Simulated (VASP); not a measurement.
# NaH (Pmmm) in VASP: further runs, part 2 of 2

VASP 6.6.1. The steps go on from the part before.

**3. Single point, PBE (strain +0.0150 x Voigt [1, -1, 0, 0, 0, 0])**

Contents of INCAR:

```
PREC = Accurate ; ENCUT = 520
EDIFF = 1E-6 ; ISMEAR = 0
SIGMA = 0.05 ; LREAL = False
LASPH = True ; NELM = 100
ALGO = Normal ; ISIF = 2
LWAVE = False ; LCHARG = False
GGA = PE ; NBANDS = 11
```

Contents of KPOINTS:

```
regular mesh
0
Gamma
  10 10 10
```

Contents of POSCAR:

```
NaH
1.0
    2.9994508600      0.0000000000      0.0000000000
    0.0000000000      2.9107971400      0.0000000000
    0.0000000000      0.0000000000      2.9551240000
Na H
1 1
Direct
    0.0000000000      0.0000000000      0.0000000000
    0.5000000000      0.5000000000      0.5000000000
```

Potentials or basis: VASP PAW PBE potentials, release 64 (Na_pv, H).

Started as:

```sh
$ cat potpaw_PBE.64/Na_pv/POTCAR potpaw_PBE.64/H/POTCAR > POTCAR
$ mpirun -np 1 vasp_std > vasp.out
```

OUTCAR:

```text
PREC = Accurate
   ENCUT = 520
   EDIFF = 1E-6
   ISMEAR = 0
   LREAL = False
   LASPH = True
   NELM = 100
   ISIF = 2
   GGA = PE

 ion  position               nearest neighbor table
   1  0.000  0.000  0.000-
   2  0.500  0.500  0.500-

  LATTYP: Found a simple orthorhombic cell.
 ALAT       =     2.9107971400
 B/A-ratio  =     1.0152284264
 C/A-ratio  =     1.0304568528

  Lattice vectors:

 A1 = (   0.0000000000,   2.9107971400,   0.0000000000)
 A2 = (   0.0000000000,   0.0000000000,   2.9551240000)
 A3 = (   2.9994508600,   0.0000000000,   0.0000000000)

Analysis of symmetry for initial positions (statically):
=====================================================================
 Subroutine PRICEL returns:
 Original cell was already a primitive cell.

 Routine SETGRP: Setting up the symmetry group for a
 simple orthorhombic supercell.

 Subroutine GETGRP returns: Found  8 space group operations
 (whereof  8 operations were pure point group operations)
 out of a pool of  8 trial point group operations.

The static configuration has the point symmetry D_2h.

[... 170 lines left out ...]
      1     -23.2591      2.00000
      2     -23.2578      2.00000
      3     -23.2555      2.00000
      4      -4.6172      2.00000
      5       9.9079      0.00000
      6      12.0646      0.00000
      7      12.5226      0.00000
      8      13.3058      0.00000
      9      13.7984      0.00000
     10      14.3132      0.00000
     11      26.5534      0.00000
[... 309 lines left out ...]
 k-point    24 :       0.5000    0.3000    0.0000
  band No.  band energies     occupation
      1     -23.3946      2.00000
      2     -23.3642      2.00000
      3     -23.2334      2.00000
      4      -1.2113      2.00000
      5       3.7758      0.00000
      6       7.6235      0.00000
      7      10.9140      0.00000
      8      15.4255      0.00000
      9      17.3474      0.00000
     10      19.4586      0.00000
     11      20.5634      0.00000

 [... further k-points ...]

------------------------ aborting loop because EDIFF is reached ----------------------------------------

  FORCE on cell =-STRESS in cart. coord.  units (eV):
  Direction    XX          YY          ZZ          XY          YZ          ZX
  --------------------------------------------------------------------------------------
  -------------------------------------------------------------------------------------
  Total       -0.2456164      0.3020490      0.0261245      0.0000000      0.0000000      0.0000000
  in kB      -15.2524108     18.7567948      1.6222898      0.0000000      0.0000000      0.0000000
  external PRESSURE =       1.7088913 kB  Pullay stress =       0.0000000 kB

 VOLUME and BASIS-vectors are now :
 -----------------------------------------------------------------------------
  energy-cutoff  :      520.00
  volume of cell :       25.80
      direct lattice vectors                 reciprocal lattice vectors
     2.999450860  0.000000000  0.000000000     0.333394360  0.000000000  0.000000000
     0.000000000  2.910797140  0.000000000     0.000000000  0.343548503  0.000000000
     0.000000000  0.000000000  2.955124000     0.000000000  0.000000000  0.338395275

 POSITION                                       TOTAL-FORCE (eV/Angst)
 -----------------------------------------------------------------------------------
      0.00000      0.00000      0.00000         0.000000      0.000000      0.000000
      1.49973      1.45540      1.47756         0.000000      0.000000      0.000000
 -----------------------------------------------------------------------------------
    total drift:                                0.000000      0.000000      0.000000

  FREE ENERGIE OF THE ION-ELECTRON SYSTEM (eV)
  ---------------------------------------------------
  free  energy   TOTEN  =        -4.7683494434 eV

  energy  without entropy=       -4.7683494434  energy(sigma->0) =       -4.76834944
```

OSZICAR:

```text
N       E                     dE             d eps       ncg     rms          rms(c)
DAV:   1     0.377366183410E+02    0.37737E+02   -0.45974E+03  4788   0.770E+02
DAV:   2    -0.395089052347E+01   -0.41688E+02   -0.40951E+02  4984   0.198E+02
DAV:   3    -0.522481062372E+01   -0.12739E+01   -0.12725E+01  5632   0.330E+01
DAV:   4    -0.523223528646E+01   -0.74247E-02   -0.74240E-02  5402   0.252E+00
DAV:   5    -0.523229633816E+01   -0.61052E-04   -0.61051E-04  5450   0.232E-01    0.311E+00
DAV:   6    -0.487723157982E+01    0.35506E+00   -0.34979E-01  5430   0.319E+00    0.146E+00
DAV:   7    -0.476591956576E+01    0.11131E+00   -0.38081E-01  5286   0.248E+00    0.379E-01
DAV:   8    -0.476862766670E+01   -0.27081E-02   -0.96101E-03  5262   0.108E+00    0.738E-02
DAV:   9    -0.476836913427E+01    0.25853E-03   -0.17197E-03  5510   0.422E-01    0.277E-02
DAV:  10    -0.476834855658E+01    0.20578E-04   -0.10018E-04  5346   0.570E-02    0.290E-03
DAV:  11    -0.476834944345E+01   -0.88687E-06   -0.14420E-06  5399   0.803E-03
   1 F= -.47683494E+01 E0= -.47683494E+01  d E =-.140116E-15
```

stdout:

```text
POSCAR found type information on POSCAR NaH
 POSCAR found :  2 types and       2 ions
 scaLAPACK will be used
 LDA part: xc-table for (Slater+PW92), standard interpolation
 POSCAR, INCAR and KPOINTS ok, starting setup
 FFT: planning ... GRIDC
 FFT: planning ... GRID_SOFT
 FFT: planning ... GRID
 WAVECAR not read
 entering main loop
```

It took 16 s on 1 thread of Intel Xeon Platinum 8488C (Sapphire Rapids), shared host; peak memory 0.17 GiB.

What came out:

- Free energy: -4.7683 eV
- Pressure: 0.2 GPa
- Band gap on the k mesh: 0.88 eV (least direct gap 4.38 eV)

Stress tensor (GPa, compression positive):
```
-1.53  0.00  0.00
 0.00  1.88  0.00
 0.00  0.00  0.16
```

Caveat: the cell differs from its parent crystal (strain +0.0150 x Voigt [1, -1, 0, 0, 0, 0]). A k mesh can miss the band edges.

**4. Single point, PBE (strain +0.0375 x Voigt [1, -1, 0, 0, 0, 0])**

Contents of INCAR:

```
ALGO = Normal
EDIFF = 1E-7
ENCUT = 520
GGA = PE
ISIF = 2
ISMEAR = 0
LASPH = T
LCHARG = F
LREAL = F
LWAVE = F
NBANDS = 11
NELM = 80
PREC = Accurate
SIGMA = 0.05
```

Contents of KPOINTS:

```
k-points
0
Gamma
  10 10 10
```

Contents of POSCAR:

```
NaH
1.0
    3.0659411500      0.0000000000      0.0000000000
    0.0000000000      2.8443068500      0.0000000000
    0.0000000000      0.0000000000      2.9551240000
Na H
1 1
Direct
    0.0000000000      0.0000000000      0.0000000000
    0.5000000000      0.5000000000      0.5000000000
```

Started as:

```sh
$ cat potpaw_PBE.64/Na_pv/POTCAR potpaw_PBE.64/H/POTCAR > POTCAR
$ mpirun -np 1 vasp_std > vasp.out
```

It took 17 s on 1 thread of Intel Xeon Platinum 8488C (Sapphire Rapids), shared host; peak memory 0.17 GiB.

Results (log left out):

| Item | Value |
| --- | --- |
| Free energy | -4.7467 eV |
| Pressure | 0.3 GPa |
| Band gap on the k mesh | 0.65 eV (least direct gap 4.31 eV) |

Stress tensor (GPa, compression positive):
```
-3.98  0.00  0.00
 0.00  4.56  0.00
 0.00  0.00  0.22
```

Levels at points of the mesh, in eV from the valence-band top:
```
           k point  band 2  band 3  band 4  band 5  band 6  band 7
(0.00, 0.00, 0.00)  -24.61  -24.61   -5.95    8.36   10.53   11.27
(0.50, 0.00, 0.00)  -24.60  -24.60   -3.66    0.65   11.13   14.22
(0.00, 0.50, 0.00)  -24.59  -24.59   -3.18    1.36   10.54   13.55
(0.50, 0.50, 0.00)  -24.71  -24.58   -1.73    4.19    4.35    6.80
(0.00, 0.00, 0.50)  -24.60  -24.59   -3.44    1.00   10.66   13.36
(0.50, 0.00, 0.50)  -24.72  -24.58   -1.96    3.89    3.99    6.45
(0.00, 0.50, 0.50)  -24.75  -24.58   -1.53    4.53    4.60    7.14
(0.50, 0.50, 0.50)  -24.73  -24.69    0.00    6.73    6.90    7.04
```

Caveat: the cell differs from its parent crystal (strain +0.0375 x Voigt [1, -1, 0, 0, 0, 0]).

**5. Single point, PBE (strain +0.0225 x Voigt [1, -1, 0, 0, 0, 0])**

Contents of INCAR:

```
ALGO     = Normal         # electronic algorithm
EDIFF    = 1E-6           # SCF threshold, eV
ENCUT    = 520            # plane-wave cutoff, eV
GGA      = PE             # functional
ISIF     = 2              # what is computed and relaxed
ISMEAR   = 0              # smearing method
LASPH    = True           # aspherical terms in the spheres
LCHARG   = False          # write CHGCAR
LREAL    = False          # projectors in reciprocal space
LWAVE    = False          # write WAVECAR
NBANDS   = 11             # bands
NELM     = 80             # most SCF steps
PREC     = Accurate       # precision mode
SIGMA    = 0.05           # smearing width, eV
```

KPOINTS is that of step 4.

Contents of POSCAR:

```
NaH
1.0
    3.0216142900      0.0000000000      0.0000000000
    0.0000000000      2.8886337100      0.0000000000
    0.0000000000      0.0000000000      2.9551240000
Na H
1 1
Direct
    0.0000000000      0.0000000000      0.0000000000
    0.5000000000      0.5000000000      0.5000000000
```

Started as:

```sh
$ cat potpaw_PBE.64/Na_pv/POTCAR potpaw_PBE.64/H/POTCAR > POTCAR
$ mpirun -np 1 vasp_std > vasp.out
```

Run time: 16 s. Hardware: 1 thread of Intel Xeon Platinum 8488C (Sapphire Rapids), shared host; peak memory 0.17 GiB.

The run converged. Its results:

```yaml
Free_energy: -4.7632 eV
Pressure: 0.2 GPa
Band_gap_on_the_k_mesh: 0.81 eV (least direct gap 4.36 eV)
```

Stress tensor (GPa, compression positive):
```
-2.35  0.00  0.00
 0.00  2.75  0.00
 0.00  0.00  0.17
```

Levels at points of the mesh, in eV from the valence-band top:
| k point | band 2 | band 3 | band 4 | band 5 | band 6 | band 7 |
| --- | --- | --- | --- | --- | --- | --- |
| (0.00, 0.00, 0.00) | -24.58 | -24.57 | -5.93 | 8.54 | 10.67 | 11.36 |
| (0.50, 0.00, 0.00) | -24.56 | -24.56 | -3.55 | 0.81 | 11.05 | 14.23 |
| (0.00, 0.50, 0.00) | -24.56 | -24.56 | -3.26 | 1.24 | 10.69 | 13.93 |
| (0.50, 0.50, 0.00) | -24.69 | -24.54 | -1.73 | 4.23 | 4.33 | 6.81 |
| (0.00, 0.00, 0.50) | -24.56 | -24.56 | -3.41 | 1.02 | 10.81 | 13.82 |
| (0.50, 0.00, 0.50) | -24.70 | -24.55 | -1.86 | 4.06 | 4.11 | 6.60 |
| (0.00, 0.50, 0.50) | -24.72 | -24.54 | -1.61 | 4.44 | 4.48 | 7.02 |
| (0.50, 0.50, 0.50) | -24.70 | -24.67 | 0.00 | 6.80 | 6.90 | 6.99 |

Caveat: the cell differs from its parent crystal (strain +0.0225 x Voigt [1, -1, 0, 0, 0, 0]). A k mesh can miss the band edges.

**6. Single point, PBE (strain +0.0075 x Voigt [1, -1, 0, 0, 0, 0])**

Contents of INCAR:

```
SYSTEM = NaH
ALGO     = Normal         ! electronic algorithm
EDIFF    = 1E-6           ! SCF threshold, eV
ENCUT    = 520            ! plane-wave cutoff, eV
GGA      = PE             ! functional
ISIF     = 2              ! what is computed and relaxed
ISMEAR   = 0              ! smearing method
LASPH    = .True.         ! aspherical terms in the spheres
LCHARG   = .False.        ! write CHGCAR
LREAL    = .False.        ! projectors in reciprocal space
LWAVE    = .False.        ! write WAVECAR
NBANDS   = 11             ! bands
NELM     = 60             ! most SCF steps
PREC     = Accurate       ! precision mode
SIGMA    = 0.05           ! smearing width, eV
```

Contents of KPOINTS:

```
k-points
0
Gamma
  10 10 10
  0 0 0
```

Contents of POSCAR:

```
NaH
1.0
    2.9772874300      0.0000000000      0.0000000000
    0.0000000000      2.9329605700      0.0000000000
    0.0000000000      0.0000000000      2.9551240000
Na H
1 1
Direct
    0.0000000000      0.0000000000      0.0000000000
    0.5000000000      0.5000000000      0.5000000000
```

Potentials or basis: VASP PAW PBE potentials, release 64 (Na_pv, H).

Started as:

```sh
$ cat potpaw_PBE.64/Na_pv/POTCAR potpaw_PBE.64/H/POTCAR > POTCAR
$ mpirun -np 1 vasp_std > vasp.out
```

Wall time 16 s (1 thread of Intel Xeon Platinum 8488C (Sapphire Rapids), shared host); peak memory 0.17 GiB.

Results (log left out):

```
Free energy            : -4.7714 eV
Pressure               : 0.2 GPa
Band gap on the k mesh : 0.96 eV (least direct gap 4.41 eV)
```

Stress tensor (GPa, compression positive):
```
-0.69  0.00  0.00
 0.00  1.01  0.00
 0.00  0.00  0.16
```

Levels at points of the mesh, in eV from the valence-band top:
| k point | band 1 | band 2 | band 3 | band 4 | band 5 | band 6 | band 7 | band 8 | band 9 |
| --- | --- | --- | --- | --- | --- | --- | --- | --- | --- |
| (0.00, 0.00, 0.00) | -24.56 | -24.56 | -24.56 | -5.92 | 8.64 | 10.86 | 11.09 | 12.25 | 12.50 |
| (0.50, 0.00, 0.00) | -24.72 | -24.54 | -24.54 | -3.45 | 0.96 | 10.95 | 14.21 | 14.50 | 14.74 |
| (0.00, 0.50, 0.00) | -24.74 | -24.54 | -24.54 | -3.35 | 1.10 | 10.83 | 14.19 | 14.33 | 14.56 |
| (0.50, 0.50, 0.00) | -24.71 | -24.69 | -24.53 | -1.73 | 4.26 | 4.29 | 6.82 | 14.70 | 18.55 |
| (0.00, 0.00, 0.50) | -24.73 | -24.54 | -24.54 | -3.40 | 1.03 | 10.88 | 14.20 | 14.29 | 14.77 |
| (0.50, 0.00, 0.50) | -24.70 | -24.69 | -24.53 | -1.77 | 4.21 | 4.22 | 6.75 | 14.87 | 18.76 |
| (0.00, 0.50, 0.50) | -24.71 | -24.70 | -24.53 | -1.69 | 4.33 | 4.35 | 6.88 | 14.52 | 18.39 |
| (0.50, 0.50, 0.50) | -24.69 | -24.68 | -24.67 | 0.00 | 6.87 | 6.90 | 6.93 | 9.11 | 9.13 |

Caveat: the cell differs from its parent crystal (strain +0.0075 x Voigt [1, -1, 0, 0, 0, 0]).

**7. Summary**

| cell | gap on the mesh (eV) | pressure (GPa) |
| --- | --- | --- |
| a = 2.866, b = 3.044, c = 2.955 Å, 2 atoms | 0.73 | 0.2 |
| a = 2.999, b = 2.911, c = 2.955 Å, 2 atoms | 0.88 | 0.2 |
| a = 3.066, b = 2.844, c = 2.955 Å, 2 atoms | 0.65 | 0.3 |
| a = 3.022, b = 2.889, c = 2.955 Å, 2 atoms | 0.81 | 0.2 |
| a = 2.977, b = 2.933, c = 2.955 Å, 2 atoms | 0.96 | 0.2 |

Alike in all rows: task single point; level PBE; potentials or basis VASP PAW PBE potentials, release 64 (Na_pv, H); no spin polarisation; k mesh 10 × 10 × 10; cutoff (eV) 520; smearing gaussian 0.05 eV.

Absolute energies hang on the potentials; compare differences alone.
